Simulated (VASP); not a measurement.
A run of VASP 6.6.1 is set up as follows.

File POSCAR:

```
BaTiO3
1.0
    7.9069839000      0.0000000000      0.0000000000
    0.0000000000      3.9534919500      0.0000000000
    0.0000000000      0.0000000000      3.9534919500
Ba Ti O
2 2 6
Direct
    0.2500000000      0.5000000000      0.5000000000
    0.7500000000      0.5000000000      0.5000000000
    0.0000000000      0.0000000000      0.0000000000
    0.5000000000      0.0000000000      0.0000000000
    0.2500000000      0.0000000000      0.0000000000
    0.7500000000      0.0000000000      0.0000000000
    0.0000000000      0.5000000000      0.0000000000
    0.5000000000      0.5000000000      0.0000000000
    0.0000000000      0.0000000000      0.5000000000
    0.5000000000      0.0000000000      0.5000000000
```

Contents of INCAR.step1:

```
PREC     = Accurate       # precision mode
ENCUT    = 520            # plane-wave cutoff, eV
ISMEAR   = 1              # smearing method
SIGMA    = 0.0141         # smearing width, eV
LREAL    = F              # projectors in reciprocal space
LASPH    = T              # aspherical terms in the spheres
NELM     = 80             # most SCF steps
NBANDS   = 51             # bands
GGA      = PE             # functional
ALGO     = Normal         # electronic algorithm
EDIFF    = 1E-4           # SCF threshold, eV
LWAVE    = T              # write WAVECAR
LCHARG   = F              # write CHGCAR
```

INCAR.step2

```
PREC     = Accurate       # precision mode
ENCUT    = 520            # plane-wave cutoff, eV
EDIFF    = 1E-7           # SCF threshold, eV
ISMEAR   = 1              # smearing method
SIGMA    = 0.0141         # smearing width, eV
LREAL    = F              # projectors in reciprocal space
LASPH    = T              # aspherical terms in the spheres
NELM     = 80             # most SCF steps
ALGO     = Normal         # electronic algorithm
ISIF     = 2              # what is computed and relaxed
LWAVE    = F              # write WAVECAR
LCHARG   = T              # write CHGCAR
METAGGA  = R2SCAN         # meta-GGA
LMIXTAU  = T            
LELF     = T              # ELF
LVHAR    = T            
NBANDS   = 51             # bands
ISTART   = 1
```

File KPOINTS:

```
Automatic mesh
0
Gamma
  4 7 7
```

Potentials or basis: VASP PAW PBE potentials, release 64 (Ba_sv, Ti_sv, O).

Run with:

```console
$ cat potpaw_PBE.64/Ba_sv/POTCAR potpaw_PBE.64/Ti_sv/POTCAR potpaw_PBE.64/O/POTCAR > POTCAR
$ cp INCAR.step1 INCAR
$ mpirun -np 1 vasp_std > vasp.out
$ cp INCAR.step2 INCAR
$ mpirun -np 1 vasp_std > vasp.out
```

**Question.** Predict the pressure.

**Answer.** 8.1 GPa.

**Question.** Predict the band gap on the k mesh.

**Answer.** 2.26 eV.

Caveat: the PAW data sets were made with another functional, which shifts forces and pressure a little; spin-orbit coupling is left out, which moves the levels of the heavy elements. r2SCAN opens gaps a little over a GGA but as a rule still falls short of measured ones.
